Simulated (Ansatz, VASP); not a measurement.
# One calculation of Si, two programs

```xyz
2
Lattice="-2.3762 2.3773 1.3118 2.3773 -2.3762 1.3118 2.3767 2.3767 -1.3098" Properties=species:S:1:pos:R:3 pbc="T T T"
Si    2.3772   -2.3761    1.3118
Si    0.0006    2.3772    0.6570
```

Alike in both runs: task single point; functional LDA; k mesh 15 × 15 × 11; occupations fermi-dirac, width 0.1 eV; no spin polarisation.

```csv
,VASP,Ansatz
version,VASP 6.6.1,Ansatz 0.2.0
potentials or method,"VASP PAW LDA potentials, release 64 (Si), cutoff 520 eV","plane waves (420 eV) with PAW, scalar-relativistic"
valence electrons in the cell,8,8
```

Ansatz gave:

| Property | Result |
| --- | --- |
| pressure (GPa) | 0.0 |
| traceless stress, the component that is largest in VASP (GPa) | 0.23 |

Question: What did VASP give for the same quantities?

Answer: Pressure (GPa): 0.1; traceless stress, the component that is largest in VASP (GPa): 0.23.

Ansatz warns that its potentials were made for another functional, while VASP's fit it. LDA's correlation is that of Perdew and Zunger in VASP and of Perdew and Wang (1992) in Ansatz.
